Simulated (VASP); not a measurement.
# Sb2Mo in VASP: notebook, part 2 of 3

VASP 6.6.1. Earlier steps stand in the parts before.

### Step 3. Single point, PBE

File INCAR:

```
PREC = Accurate
ENCUT = 520
EDIFF = 1E-6
ISMEAR = -1
SIGMA = 0.1
LREAL = F
LASPH = T
NELM = 100
ALGO = Normal
ISIF = 2
LWAVE = F
LCHARG = F
GGA = PE
NBANDS = 33
```

File KPOINTS:

```
Automatic mesh
0
Gamma
  3 3 3
```

File POSCAR:

```
Sb2Mo
1.0
    5.1783430000     -0.2492400000      0.0685340000
   -1.2452760000      5.1892600000     -0.0648020000
   -0.3093150000     -0.6166220000      4.9778910000
Mo Sb
2 4
Direct
    0.1880955114      0.0497551462      0.2011482966
    0.1551717414      0.3269821241      0.7045649564
    0.5445002693      0.1520712064      0.7376930786
    0.9740186684      0.4641478352      0.2240065748
    0.4917516104      0.7193861793      0.1342520273
    0.9309379525      0.8274473078      0.6988401994
```

Potentials or basis: VASP PAW PBE potentials, release 64 (Mo_sv, Sb).

Run with:

```sh
cat potpaw_PBE.64/Mo_sv/POTCAR potpaw_PBE.64/Sb/POTCAR > POTCAR
mpirun -np 1 vasp_std > vasp.out
```

OUTCAR:

```text
PREC = Accurate
   ENCUT = 520
   EDIFF = 1E-6
   ISMEAR = -1
   LREAL = F
   LASPH = T
   NELM = 100
   ISIF = 2
   GGA = PE

 ion  position               nearest neighbor table
   1  0.188  0.050  0.201-   5 2.68   4 2.73   6 2.77   2 2.81   4 3.03   3 3.04   2 3.07   6 3.09
                             3 3.11   5 3.53   5 3.54
   2  0.155  0.327  0.705-   3 2.46   6 2.59   4 2.80   1 2.81   4 2.89   5 2.94   3 3.06   1 3.07
                             6 3.20
   3  0.545  0.152  0.738-   2 2.46   6 2.99   1 3.04   2 3.06   1 3.11   6 3.15   5 3.19   4 3.20
                             5 3.51   5 3.54   6 3.63   4 3.72
   4  0.974  0.464  0.224-   1 2.73   5 2.73   2 2.80   2 2.89   6 2.95   1 3.03   3 3.20   5 3.20
                             6 3.49   3 3.72
   5  0.492  0.719  0.134-   1 2.68   4 2.73   2 2.94   3 3.19   4 3.20   6 3.21   6 3.45   3 3.51
                             1 3.53   1 3.54   3 3.54   6 3.78
   6  0.931  0.827  0.699-   2 2.59   1 2.77   4 2.95   3 2.99   1 3.09   3 3.15   2 3.20   5 3.21
                             5 3.45   4 3.49   3 3.63   5 3.78

  LATTYP: Found a triclinic cell.
 ALAT       =     5.1847906141
 B/A-ratio  =     1.6235401919
 C/A-ratio  =     1.4515435828
 COS(alpha) =     0.0067722655
 COS(beta)  =     0.4620363736
 COS(gamma) =     0.7934253776

  Lattice vectors:

 A1 = (  -5.1783430000,   0.2492400000,  -0.0685340000)
 A2 = (  -6.4236190000,   5.4385000000,  -0.1333360000)
 A3 = (  -3.6237520000,  -4.3233980000,  -4.9816230000)

Analysis of symmetry for initial positions (statically):
=====================================================================
 Subroutine PRICEL returns:
 Original cell was already a primitive cell.

 Routine SETGRP: Setting up the symmetry group for a
 triclinic supercell.

 Subroutine GETGRP returns: Found  1 space group operations
 (whereof  1 operations were pure point group operations)
 out of a pool of  2 trial point group operations.

The static configuration has the point symmetry C_1 .

Analysis of symmetry for dynamics (positions and initial velocities):
[... 126 lines left out ...]
   IMIX   =      4    mixing-type and parameters
     AMIX     =   0.40;   BMIX     =  1.00
     AMIX_MAG =   1.60;   BMIX_MAG =  1.00
  volume/ion in A,a.u.               =      22.03       148.66
  Fermi-wavevector in a.u.,A,eV,Ry     =   1.168003  2.207205 18.561475  1.364230
  Thomas-Fermi vector in A             =   2.304495
   LORBIT       =      0    0 simple, 1 ext, 2 COOP (PROOUT), +10 PAW based schemes
   GGA     = PE    functional components
[... 5 lines left out ...]
 non-spin polarized calculation
  energy-cutoff  :      520.00
  volume of cell :      132.17
 maximum number of plane-waves:      3570
 NGX is ok and might be reduce to    40
   NGX = 19   NGY = 19   NGZ = 19

 number of electron      48.0000000 magnetization

 Free energy of the ion-electron system (eV)
  ---------------------------------------------------
  ext. energy  EPLUGINS =         0.00000000
  ---------------------------------------------------
  free energy    TOTEN  =       -34.67256420 eV

  energy without entropy =      -34.50014429  energy(sigma->0) =      -34.58635424

 E-fermi :  10.0286     XC(G=0): -11.1118

 val. band max:        9.9955635994   @ k =   0.3333   0.3333  -0.0000
 cond. band min:      10.0449589136   @ k =   0.0000   0.3333   0.0000
 fundamental gap:      0.0493953143
 Fermi energy:        10.0285528941

 k-point     1 :       0.0000    0.0000    0.0000
  band No.  band energies     occupation
      1     -50.8564      2.00000
      2     -50.7598      2.00000
      3     -25.1654      2.00000
      4     -25.0573      2.00000
      5     -24.9963      2.00000
      6     -24.9347      2.00000
[... 493 lines left out ...]
     32      13.8798      0.00000
     33      14.3098      0.00000

------------------------ aborting loop because EDIFF is reached ----------------------------------------

  FORCE on cell =-STRESS in cart. coord.  units (eV):
  Direction    XX          YY          ZZ          XY          YZ          ZX
  --------------------------------------------------------------------------------------
  -------------------------------------------------------------------------------------
  Total       15.2769689      7.9884803      0.5143030     -2.7745785      1.0112839     -0.3771219
  in kB      185.1882446     96.8367910      6.2344089    -33.6335905     12.2588380     -4.5714919
  external PRESSURE =      96.0864815 kB  Pullay stress =       0.0000000 kB

 VOLUME and BASIS-vectors are now :
 -----------------------------------------------------------------------------
  energy-cutoff  :      520.00
  volume of cell :      132.17
      direct lattice vectors                 reciprocal lattice vectors
     5.178343000 -0.249240000  0.068534000     0.195139024  0.047052064  0.017953942
    -1.245276000  5.189260000 -0.064802000     0.009067307  0.195190574  0.024742096
    -0.309315000 -0.616622000  4.977891000    -0.002568573  0.001893186  0.200963195

 POSITION                                       TOTAL-FORCE (eV/Angst)
 -----------------------------------------------------------------------------------
      0.84985      0.08728      1.01096         0.653692     -0.175764      0.569541
      0.17842      1.22367      3.49669        -2.333012      2.300425      0.170130
      2.40206      0.19855      3.69962         1.844424     -0.119839     -0.205505
      4.39652      2.02769      1.15176        -1.285499     -0.841380     -0.317639
      1.60910      3.52773      0.65538         1.772420      0.093544     -0.372312
      3.57415      3.63089      3.48893        -0.652026     -1.256986      0.155785
 -----------------------------------------------------------------------------------
    total drift:                               -0.000349     -0.000789     -0.000564

  FREE ENERGIE OF THE ION-ELECTRON SYSTEM (eV)
  ---------------------------------------------------
  free  energy   TOTEN  =       -34.6725641951 eV

  energy  without entropy=      -34.5001442906  energy(sigma->0) =      -34.58635424
```

stdout:

```text
POSCAR found type information on POSCAR MoSb
 POSCAR found :  2 types and       6 ions
 scaLAPACK will be used
 LDA part: xc-table for (Slater+PW92), standard interpolation
 POSCAR, INCAR and KPOINTS ok, starting setup
 FFT: planning ... GRIDC
 FFT: planning ... GRID_SOFT
 FFT: planning ... GRID
 WAVECAR not read
 entering main loop
```

It took 34 s on 1 thread of Intel Xeon 6975P-C (Granite Rapids), shared host; peak memory 0.25 GiB.

Results:

| Property | Result |
| --- | --- |
| Free energy | -34.6726 eV |
| Pressure | 9.6 GPa |
| Largest force | 3.281 eV/Å |
| Band gap on the k mesh | zero (band 24 reaches 10.07 eV, above the bottom of band 25 at 10.04 eV) |

Forces in eV/Å, atoms in the order of the input:
```
Mo   0.654 -0.176  0.570
Mo  -2.333  2.300  0.170
Sb   1.844 -0.120 -0.206
Sb  -1.285 -0.841 -0.318
Sb   1.772  0.094 -0.372
Sb  -0.652 -1.257  0.156
```

Levels at points of the mesh, in eV from the Fermi level:
```csv
k point,band 20,band 21,band 22,band 23,band 24,band 25,band 26,band 27,band 28,band 29
"(0.00, 0.00, 0.00)",-2.26,-1.18,-0.82,-0.31,-0.23,0.40,0.75,0.96,1.32,1.62
```

Caveat: the k points lie up to 0.42 Å⁻¹ apart; spin-orbit coupling is left out, which moves the levels of the heavy elements.

### Step 4. Single point, PBE

File INCAR:

```
ALGO = Normal ; EDIFF = 1E-6
ENCUT = 520 ; GGA = PE
ISIF = 2 ; ISMEAR = -1
LASPH = T ; LCHARG = T
LELF = T ; LREAL = F
LVHAR = T ; LWAVE = F
NBANDS = 33 ; NELM = 100
PREC = Accurate ; SIGMA = 0.1
```

File KPOINTS:

```
k-points
0
Gamma
  3 3 3
```

File POSCAR:

```
Sb2Mo
1.0
    5.1783430000     -0.2492400000      0.0685340000
   -1.2452760000      5.1892600000     -0.0648020000
   -0.3093150000     -0.6166220000      4.9778910000
Mo Sb
2 4
Direct
    0.2108372723      0.0454835564      0.2272638963
    0.1226862610      0.3421473323      0.7127578027
    0.5329308321      0.1514460545      0.6896125539
    0.9662202873      0.4237190104      0.2278516942
    0.4924904503      0.7293130483      0.1450057070
    0.9572449330      0.8499899098      0.7052860784
```

Run with:

```sh
cat potpaw_PBE.64/Mo_sv/POTCAR potpaw_PBE.64/Sb/POTCAR > POTCAR
mpirun -np 1 vasp_std > vasp.out
```

Wall time 35 s (1 thread of Intel Xeon 6975P-C (Granite Rapids), shared host); peak memory 0.26 GiB.

Results (log left out):

```yaml
Free_energy: -34.8908 eV
Pressure: 10.4 GPa
Largest_force: 2.947 eV/Å
Band_gap_on_the_k_mesh: zero (band 24 reaches 10.16 eV, above the bottom of band 25 at 10.02 eV)
```

Forces in eV/Å, atoms in the order of the input:
```
Mo  -0.524  0.234  0.005
Mo  -0.504  2.627  1.019
Sb   1.084  0.651  0.454
Sb  -1.633  0.193 -0.462
Sb   2.520 -1.061 -1.100
Sb  -0.943 -2.643  0.084
```

Stress tensor (GPa, compression positive):
```
15.46 -4.22 -0.03
-4.22 12.36  2.33
-0.03  2.33  3.24
```

Levels at points of the mesh, in eV from the Fermi level:
```tsv
k point	band 22	band 23	band 24	band 25	band 26	band 27
(0.00, 0.00, 0.00)	-0.91	-0.57	0.01	0.48	0.74	1.06
```

Caveat: the k points lie up to 0.42 Å⁻¹ apart; spin-orbit coupling is left out, which moves the levels of the heavy elements.

(Continued in part 3 of 3.)
